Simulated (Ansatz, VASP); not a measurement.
Se in VASP and in Ansatz

File INCAR:

```
SYSTEM = Se
PREC = Accurate
ENCUT = 520
EDIFF = 1E-7
ISMEAR = -1
SIGMA = 0.03
LREAL = .False.
LASPH = .True.
NELM = 80
ALGO = Normal
ISIF = 2
LWAVE = .False.
LCHARG = .False.
NBANDS = 16
```

File KPOINTS:

```
Automatic mesh
0
Gamma
  6 6 5
  0 0 0
```

The input POSCAR:

```
Se
1.0
    4.3661999489      0.0218309997      0.0218309997
   -2.1641937741      3.7703245739      0.0079907005
    0.0247680000      0.0247680000      4.9536000000
Se
3
Direct
    0.2254000000      0.0000000000      0.3333333333
    0.0000000000      0.2254000000      0.6666666667
    0.7746000000      0.7746000000      0.0000000000
```

Input for Ansatz:

```yaml
crystal:
  lattice:
    - [4.3661999489, 0.0218309997, 0.0218309997]
    - [-2.1641937741, 3.7703245739, 0.0079907005]
    - [0.024768, 0.024768, 4.9536]
  atoms:
    - { symbol: Se, position: [0.2254, 0.0, 0.3333333333] }
    - { symbol: Se, position: [0.0, 0.2254, 0.6666666667] }
    - { symbol: Se, position: [0.7746, 0.7746, 0.0] }
kpoints:
  mp_grid: { grid: [6, 6, 5] }
  band_path:
    path:
      - [0.0, 0.0, 0.0]
      - [0.0, -0.5, 0.0]
      - [0.0, 0.0, 0.5]
      - [0.0, 0.0, 0.0]
      - [-0.5, 0.0, 0.0]
      - [-0.5, 0.5, -0.5]
      - [0.0, 0.0, 0.0]
      - [-0.5, 0.0, -0.5]
      - [-0.5, 0.5, 0.0]
    npoints: 5
scf:
  occupations: { method: fermi_dirac, width: 0.03 }
hamiltonian:
  xc: lda
  pseudopotentials: { kind: all_electron, lapw: { basis_error: 0.0005 } }
output:
  forces: true
  stress: true
  eigenvalues: true
```

Change from the starting cell: equal xy, yz and zx shear strains of +1 %.

Alike in both runs: task single point; functional LDA; k mesh 6 × 6 × 5; occupations fermi-dirac, width 0.03 eV; no spin polarisation.

|  | VASP | Ansatz |
| --- | --- | --- |
| version | VASP 6.6.1 | Ansatz 0.2.0 |
| potentials or method | VASP PAW LDA potentials, release 64 (Se), cutoff 520 eV | all-electron LAPW, scalar-relativistic |

|  | VASP | Ansatz | Ansatz less VASP |
| --- | --- | --- | --- |
| gap on the k mesh at the Fermi level (eV) | 1.13 | 1.14 | +0.011 |
| pressure (GPa) | -1.0 | -1.2 | -0.21 |
| traceless stress, the component that is largest in VASP (GPa) | 0.96 | 0.88 | -0.083 |
| rms of the force components (eV/Å) | 0.179 | 0.154 | -0.0256 |

LDA's correlation is that of Perdew and Zunger in VASP and of Perdew and Wang (1992) in Ansatz. Atom by atom the forces differ by 0.030 eV/Å (rms over components). Ansatz ran all-electron here, and VASP with PAW potentials.
